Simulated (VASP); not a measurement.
# SbP5 (F-43m) in VASP: notebook

SbP5 is run at these levels: PBE; tasks: single point.

Everything below comes from runs of VASP 6.6.1. Logs are shortened: lines on timing, memory, paths and dates and some standing lists are left out, and cuts for length are marked.

## 1. The cell of the first run

The structure is cubic, space group F-43m (No. 216). Conventional cell: a = 7.638 Å, b = 7.638 Å, c = 7.638 Å, α = 90.00°, β = 90.00°, γ = 90.00°. Sb (site symmetry -43m) has 16 P at 3.22 to 3.31 Å within 4.2 Å. Within 4.1 Å of P (site symmetry -43m) lie 12 P at 3.13 Å and 4 Sb at 3.31 Å. Within 3.3 Å of P (site symmetry 3m) lie 9 P at 2.30 to 3.13 Å and 3 Sb at 3.22 Å.

The cell was generated, and may not be a known phase.

## 2. Single point, PBE

INCAR reads:

```
PREC = Accurate ; ENCUT = 500
EDIFF = 1E-6 ; ISMEAR = 0
SIGMA = 0.1 ; LREAL = F
LASPH = T ; NELM = 120
ALGO = Normal ; ISIF = 2
LWAVE = F ; LCHARG = F
GGA = PE ; NBANDS = 29
GGA_COMPAT = F
```

KPOINTS reads:

```
regular mesh
0
Gamma
  8 8 8
```

POSCAR reads:

```
SbP5
1.0
    0.0000000000      3.8188447236      3.8188447236
    3.8188447236      0.0000000000      3.8188447236
    3.8188447236      3.8188447236      0.0000000000
Sb P
1 5
Direct
    0.0000000000      0.0000000000      0.0000000000
    0.7500000000      0.7500000000      0.7500000000
    0.8196484577      0.3934505141      0.3934505141
    0.3934505141      0.3934505141      0.3934505141
    0.3934505141      0.8196484577      0.3934505141
    0.3934505141      0.3934505141      0.8196484577
```

Potentials or basis: VASP PAW PBE potentials, release 64 (Sb_d_GW, P).

Started as:

```
cat potpaw_PBE.64/Sb_d_GW/POTCAR potpaw_PBE.64/P/POTCAR > POTCAR
mpirun -np 1 vasp_std > vasp.out
```

OUTCAR:

```text
PREC = Accurate
   ENCUT = 500
   EDIFF = 1E-6
   ISMEAR = 0
   LREAL = F
   LASPH = T
   NELM = 120
   ISIF = 2
   GGA = PE

 ion  position               nearest neighbor table
   1  0.000  0.000  0.000-
   2  0.750  0.750  0.750-
   3  0.820  0.393  0.393-   4 2.30   5 2.30   6 2.30
   4  0.393  0.393  0.393-   3 2.30   5 2.30   6 2.30
   5  0.393  0.820  0.393-   3 2.30   4 2.30   6 2.30
   6  0.393  0.393  0.820-   3 2.30   4 2.30   5 2.30

  LATTYP: Found a face centered cubic cell.
 ALAT       =     7.6376894472

  Lattice vectors:

 A1 = (   0.0000000000,   3.8188447236,   3.8188447236)
 A2 = (   3.8188447236,   0.0000000000,   3.8188447236)
 A3 = (   3.8188447236,   3.8188447236,   0.0000000000)

Analysis of symmetry for initial positions (statically):
=====================================================================
 Subroutine PRICEL returns:
 Original cell was already a primitive cell.

 Routine SETGRP: Setting up the symmetry group for a
 face centered cubic supercell.

 Subroutine GETGRP returns: Found 24 space group operations
 (whereof 24 operations were pure point group operations)
 out of a pool of 48 trial point group operations.

The static configuration has the point symmetry T_d .

Analysis of symmetry for dynamics (positions and initial velocities):
=====================================================================
 Subroutine PRICEL returns:
 Original cell was already a primitive cell.

 Routine SETGRP: Setting up the symmetry group for a
 face centered cubic supercell.

 Subroutine GETGRP returns: Found 24 space group operations
 (whereof 24 operations were pure point group operations)
 out of a pool of 48 trial point group operations.

The dynamic configuration has the point symmetry T_d .

 Subroutine INISYM returns: Found 24 space group operations
 (whereof 24 operations are pure point group operations),
 and found     1 'primitive' translations

----------------------------------------------------------------------------------------

                                     Primitive cell

  volume of cell :     111.3848

  direct lattice vectors                    reciprocal lattice vectors
     0.000000000  3.818844724  3.818844724    -0.130929649  0.130929649  0.130929649
     3.818844724  0.000000000  3.818844724     0.130929649 -0.130929649  0.130929649
     3.818844724  3.818844724  0.000000000     0.130929649  0.130929649 -0.130929649
[... 94 lines left out ...]
   EDIFFG = 0.1E-04   stopping-criterion for IOM
   NSW    =      0    number of steps for IOM
   IBRION =     -1    ionic relax: 0-MD 1-quasi-New 2-CG
   NFREE  =      0    steps in history (QN), initial steepest desc. (CG)
   ISIF   =      2    stress and relaxation
   ISYM   =      2    0-nonsym 1-usesym 2-fastsym
   POTIM  = 0.5000    time-step for ionic-motion
   TEBEG  =    0.0;   TEEND  =   0.0 temperature during run
   PSTRESS=    0.0 pullay stress
   NELECT =      40.0000    total number of electrons
   NUPDOWN=      -1.0000    fix difference up-down
   EMIN   =  10.00;   EMAX   =-10.00  energy-range for DOS
   EFERMI =   0.00;   METHOD = LEGACY
   ISMEAR =     0;   SIGMA  =   0.10  broadening in eV -4-tet -1-fermi 0-gaus
   EFERMI_NEDOS =   21; number of points for ismear=-14 and -15
   IALGO  =     38    algorithm
   IMIX   =      4    mixing-type and parameters
     AMIX     =   0.40;   BMIX     =  1.00
     AMIX_MAG =   1.60;   BMIX_MAG =  1.00
  volume/ion in A,a.u.               =      18.56       125.28
  Fermi-wavevector in a.u.,A,eV,Ry     =   1.163642  2.198965 18.423151  1.354063
  Thomas-Fermi vector in A             =   2.300190
   LORBIT       =      0    0 simple, 1 ext, 2 COOP (PROOUT), +10 PAW based schemes
   GGA     = PE    functional components
   LHFCALC =     F    Hartree Fock is set to
   AEXX    =    0.0000 exact exchange contribution
   IVDW    =     0    specifies the selected vdW correction
   LEPSILON=     F    determine dielectric tensor
   LRPA    =     F    only Hartree local field effects (RPA)
 non-spin polarized calculation
 Gauss-broadening in eV      SIGMA  =   0.10
  energy-cutoff  :      500.00
  volume of cell :      111.38
 maximum number of plane-waves:      2840
   NGX = 19   NGY = 19   NGZ = 19

 number of electron      39.9999987 magnetization

 Free energy of the ion-electron system (eV)
  ---------------------------------------------------
  ext. energy  EPLUGINS =         0.00000000
  ---------------------------------------------------
  free energy    TOTEN  =       -26.60020541 eV

  energy without entropy =      -26.58099402  energy(sigma->0) =      -26.59059972

 E-fermi :   7.3770     XC(G=0): -10.6744

 val. band max:        7.3614895261   @ k =  -0.2500   0.1250   0.0000
 cond. band min:       7.3981049769   @ k =   0.3750   0.3750   0.0000
 fundamental gap:      0.0366154508
 Fermi energy:         7.3769743351

 k-point     1 :       0.0000    0.0000    0.0000
  band No.  band energies     occupation
      1     -22.3412      2.00000
      2     -22.3412      2.00000
      3     -22.3371      2.00000
      4     -22.3371      2.00000
      5     -22.3371      2.00000
      6      -8.5022      2.00000
[... 757 lines left out ...]
     28      11.3873      0.00000
     29      11.8808      0.00000

 [... further k-points ...]

------------------------ aborting loop because EDIFF is reached ----------------------------------------

  FORCE on cell =-STRESS in cart. coord.  units (eV):
  Direction    XX          YY          ZZ          XY          YZ          ZX
  --------------------------------------------------------------------------------------
  -------------------------------------------------------------------------------------
  Total       -0.1433333     -0.1433333     -0.1433333      0.0000000      0.0000000      0.0000000
  in kB       -2.0617299     -2.0617299     -2.0617299      0.0000000      0.0000000      0.0000000
  external PRESSURE =      -2.0617299 kB  Pullay stress =       0.0000000 kB

 VOLUME and BASIS-vectors are now :
 -----------------------------------------------------------------------------
  energy-cutoff  :      500.00
  volume of cell :      111.38
      direct lattice vectors                 reciprocal lattice vectors
     0.000000000  3.818844724  3.818844724    -0.130929649  0.130929649  0.130929649
     3.818844724  0.000000000  3.818844724     0.130929649 -0.130929649  0.130929649
     3.818844724  3.818844724  0.000000000     0.130929649  0.130929649 -0.130929649

 POSITION                                       TOTAL-FORCE (eV/Angst)
 -----------------------------------------------------------------------------------
      0.00000      0.00000      0.00000         0.000000      0.000000      0.000000
      5.72827      5.72827      5.72827         0.000000      0.000000      0.000000
      3.00505      4.63264      4.63264         0.050019     -0.050019     -0.050019
      3.00505      3.00505      3.00505         0.050019      0.050019      0.050019
      4.63264      3.00505      4.63264        -0.050019      0.050019     -0.050019
      4.63264      4.63264      3.00505        -0.050019     -0.050019      0.050019
 -----------------------------------------------------------------------------------
    total drift:                                0.000000      0.000000     -0.000000

  FREE ENERGIE OF THE ION-ELECTRON SYSTEM (eV)
  ---------------------------------------------------
  free  energy   TOTEN  =       -26.6002054146 eV

  energy  without entropy=      -26.5809940156  energy(sigma->0) =      -26.59059972
```

stdout:

```text
POSCAR found type information on POSCAR SbP
 POSCAR found :  2 types and       6 ions
 scaLAPACK will be used
 LDA part: xc-table for (Slater+PW92), standard interpolation
 POSCAR, INCAR and KPOINTS ok, starting setup
 FFT: planning ... GRIDC
 FFT: planning ... GRID_SOFT
 FFT: planning ... GRID
 WAVECAR not read
 entering main loop
```

Wall time 1.7 min (1 thread of Intel Xeon Platinum 8259CL at 2.50GHz (Skylake/Cascade Lake), shared host); peak memory 0.29 GiB.

Results:

| Quantity | Value |
| --- | --- |
| Free energy | -26.6002 eV |
| Pressure | -0.2 GPa |
| Largest force | 0.087 eV/Å |
| Band gap on the k mesh | zero (bands 20 and 21 overlap by 0.42 eV) |

Forces on the atoms (eV/Å):
```
Sb   0.000  0.000  0.000
P    0.000  0.000  0.000
P    0.050 -0.050 -0.050
P    0.050  0.050  0.050
P   -0.050  0.050 -0.050
P   -0.050 -0.050  0.050
```

Caveat: spin-orbit coupling is left out, which moves the levels of the heavy elements.

## 3. Single point, PBE

This run uses another cell than the first one, of 18.11 Å³/atom.

INCAR reads:

```
  ALGO = Normal
  EDIFF = 1E-6
  ENCUT = 500
  GGA = PE
  GGA_COMPAT = False
  ISIF = 2
  ISMEAR = 0
  LASPH = True
  LCHARG = False
  LREAL = False
  LWAVE = False
  NBANDS = 29
  NELM = 120
  PREC = Accurate
  SIGMA = 0.1
```

KPOINTS reads:

```
k-points
0
Gamma
  4 4 4
```

POSCAR reads:

```
SbP5
1.0
    0.0000000000      3.7873206246      3.7873206246
    3.7873206246      0.0000000000      3.7873206246
    3.7873206246      3.7873206246      0.0000000000
Sb P
1 5
Direct
    0.0000000000      0.0000000000      0.0000000000
    0.2500000000      0.2500000000      0.2500000000
    0.6094993987      0.1715018038      0.6094993987
    0.6094993987      0.6094993987      0.1715018038
    0.6094993987      0.6094993987      0.6094993987
    0.1715018038      0.6094993987      0.6094993987
```

Potentials or basis: VASP PAW PBE potentials, release 64 (Sb_d_GW, P).

Started as:

```
cat potpaw_PBE.64/Sb_d_GW/POTCAR potpaw_PBE.64/P/POTCAR > POTCAR
mpirun -np 1 vasp_std > vasp.out
```

OUTCAR:

```text
EDIFF = 1E-6
   ENCUT = 500
   GGA = PE
   ISIF = 2
   ISMEAR = 0
   LASPH = True
   LREAL = False
   NELM = 120
   PREC = Accurate

 ion  position               nearest neighbor table
   1  0.000  0.000  0.000-   3 3.18   4 3.18   4 3.18   6 3.18   3 3.18   6 3.18   5 3.18   5 3.18
                             5 3.18   3 3.18   6 3.18   4 3.18
   2  0.250  0.250  0.250-
   3  0.609  0.172  0.609-   4 2.35   5 2.35   6 2.35   1 3.18   1 3.18   1 3.18
   4  0.609  0.609  0.172-   3 2.35   5 2.35   6 2.35   1 3.18   1 3.18   1 3.18
   5  0.609  0.609  0.609-   3 2.35   4 2.35   6 2.35   1 3.18   1 3.18   1 3.18
   6  0.172  0.609  0.609-   3 2.35   4 2.35   5 2.35   1 3.18   1 3.18   1 3.18

  LATTYP: Found a face centered cubic cell.
 ALAT       =     7.5746412492

  Lattice vectors:

 A1 = (   0.0000000000,   3.7873206246,   3.7873206246)
 A2 = (   3.7873206246,   0.0000000000,   3.7873206246)
 A3 = (   3.7873206246,   3.7873206246,   0.0000000000)

Analysis of symmetry for initial positions (statically):
=====================================================================
[... 166 lines left out ...]
 cond. band min:       7.9377190619   @ k =   0.5000   0.2500   0.0000
 fundamental gap:      0.1024931490
 Fermi energy:         7.9164433701

 k-point     1 :       0.0000    0.0000    0.0000
  band No.  band energies     occupation
      1     -21.9683      2.00000
      2     -21.9683      2.00000
      3     -21.9647      2.00000
      4     -21.9647      2.00000
      5     -21.9647      2.00000
      6      -8.0887      2.00000
[... 245 lines left out ...]
     28      11.0355      0.00000
     29      11.2573      0.00000

------------------------ aborting loop because EDIFF is reached ----------------------------------------

  FORCE on cell =-STRESS in cart. coord.  units (eV):
  Direction    XX          YY          ZZ          XY          YZ          ZX
  --------------------------------------------------------------------------------------
  -------------------------------------------------------------------------------------
  Total       -0.1498742     -0.1498742     -0.1498742     -0.0000000      0.0000000      0.0000000
  in kB       -2.2100965     -2.2100965     -2.2100965     -0.0000000      0.0000000      0.0000000
  external PRESSURE =      -2.2100965 kB  Pullay stress =       0.0000000 kB

 VOLUME and BASIS-vectors are now :
 -----------------------------------------------------------------------------
  energy-cutoff  :      500.00
  volume of cell :      108.65
      direct lattice vectors                 reciprocal lattice vectors
     0.000000000  3.787320625  3.787320625    -0.132019454  0.132019454  0.132019454
     3.787320625  0.000000000  3.787320625     0.132019454 -0.132019454  0.132019454
     3.787320625  3.787320625  0.000000000     0.132019454  0.132019454 -0.132019454

 POSITION                                       TOTAL-FORCE (eV/Angst)
 -----------------------------------------------------------------------------------
      0.00000      0.00000      0.00000        -0.000000     -0.000000     -0.000000
      1.89366      1.89366      1.89366        -0.000000     -0.000000     -0.000000
      2.95790      4.61674      2.95790         0.041097     -0.041097      0.041097
      2.95790      2.95790      4.61674         0.041097      0.041097     -0.041097
      4.61674      4.61674      4.61674        -0.041097     -0.041097     -0.041097
      4.61674      2.95790      2.95790        -0.041097      0.041097      0.041097
 -----------------------------------------------------------------------------------
    total drift:                               -0.000000     -0.000000     -0.000000

  FREE ENERGIE OF THE ION-ELECTRON SYSTEM (eV)
  ---------------------------------------------------
  free  energy   TOTEN  =       -26.4973965269 eV

  energy  without entropy=      -26.4598446240  energy(sigma->0) =      -26.47862058
```

OSZICAR:

```text
N       E                     dE             d eps       ncg     rms          rms(c)
DAV:   1     0.243870379058E+03    0.24387E+03   -0.15145E+04   736   0.100E+04
DAV:   2    -0.216764815450E+01   -0.24604E+03   -0.23794E+03   800   0.137E+03
DAV:   3    -0.263530471355E+02   -0.24185E+02   -0.23706E+02   808   0.142E+02
DAV:   4    -0.269574433433E+02   -0.60440E+00   -0.59229E+00   700   0.182E+01
DAV:   5    -0.269724893950E+02   -0.15046E-01   -0.14762E-01   688   0.237E+00    0.105E+01
DAV:   6    -0.265204641553E+02    0.45203E+00   -0.20678E+00   740   0.225E+01    0.594E+00
DAV:   7    -0.265046059238E+02    0.15858E-01   -0.33313E-01   668   0.570E+00    0.332E+00
DAV:   8    -0.264971816501E+02    0.74243E-02   -0.46809E-02   634   0.189E+00    0.833E-01
DAV:   9    -0.264974281136E+02   -0.24646E-03   -0.45959E-03   636   0.411E-01    0.179E-01
DAV:  10    -0.264974004551E+02    0.27658E-04   -0.57481E-04   698   0.283E-01    0.683E-02
DAV:  11    -0.264973959404E+02    0.45148E-05   -0.11531E-04   700   0.729E-02    0.196E-02
DAV:  12    -0.264973976339E+02   -0.16935E-05   -0.10477E-05   663   0.677E-02    0.699E-03
DAV:  13    -0.264973965937E+02    0.10402E-05   -0.94515E-07   315   0.835E-03    0.288E-03
DAV:  14    -0.264973965269E+02    0.66791E-07   -0.22534E-07   307   0.139E-02
   1 F= -.26497397E+02 E0= -.26478621E+02  d E =-.375519E-01
```

stdout:

```text
POSCAR found type information on POSCAR SbP
 POSCAR found :  2 types and       6 ions
 scaLAPACK will be used
 LDA part: xc-table for (Slater+PW92), standard interpolation
 POSCAR, INCAR and KPOINTS ok, starting setup
 FFT: planning ... GRIDC
 FFT: planning ... GRID_SOFT
 FFT: planning ... GRID
 WAVECAR not read
 entering main loop
```

Run time: 27 s. Hardware: 1 thread of Intel Xeon Platinum 8559C (Emerald Rapids), shared host; peak memory 0.24 GiB.

What came out:

```yaml
Free_energy: -26.4974 eV
Pressure: -0.2 GPa
Largest_force: 0.071 eV/Å
Band_gap_on_the_k_mesh: zero (bands 20 and 21 overlap by 0.40 eV)
```

Forces on the atoms (eV/Å):
```
Sb   0.000  0.000  0.000
P    0.000  0.000  0.000
P    0.041 -0.041  0.041
P    0.041  0.041 -0.041
P   -0.041 -0.041 -0.041
P   -0.041  0.041  0.041
```

Levels at points of the mesh, in eV from the Fermi level:
```tsv
k point	band 16	band 17	band 18	band 19	band 20	band 21	band 22	band 23	band 24	band 25
(0.00, 0.00, 0.00)	-3.78	-3.78	-2.94	-2.94	-2.94	1.86	1.86	1.86	3.44	3.44
(0.50, 0.00, 0.00)	-3.08	-3.08	-1.75	-1.75	-0.61	0.84	1.07	1.07	2.01	2.80
(0.50, 0.50, 0.00)	-2.47	-2.22	-2.22	-1.81	-0.40	-0.38	-0.16	0.53	0.53	1.56
```

Caveat: spin-orbit coupling is left out, which moves the levels of the heavy elements.

The gap in the log of VASP goes by the Fermi energy; the results here count the filled bands.